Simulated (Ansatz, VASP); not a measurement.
SiO: VASP beside Ansatz

```xyz
2
Lattice="0.0000 2.4093 2.4336 2.4093 0.0000 2.4336 2.4093 2.4093 0.0000" Properties=species:S:1:pos:R:3 pbc="T T T"
Si    3.6140    3.6140    3.6505
O     0.0000    0.0000    0.0000
```

Alike in both runs: functional PBE; k mesh 8 × 8 × 8; occupations fermi-dirac, width 0.05 eV; no spin polarisation.

```csv
,VASP,Ansatz
version,VASP 6.6.1,Ansatz 0.2.0
potentials or method,"VASP PAW PBE potentials, release 64 (Si, O)",Ansatz PAW
plane-wave cutoff (eV),520,420
valence electrons in the cell,10,10
task,single point,band structure
```

```csv
,VASP,Ansatz,Ansatz less VASP
gap on the k mesh at the Fermi level (eV),none,none,-
pressure (GPa),1.3,1.2,-0.04
"traceless stress, the component that is largest in VASP (GPa)",0.22,0.21,-0.007
```

A gap of «none» marks a metal or a gap that the smearing closes. With one functional, cell and mesh, what is left measures potentials, basis and numerics.
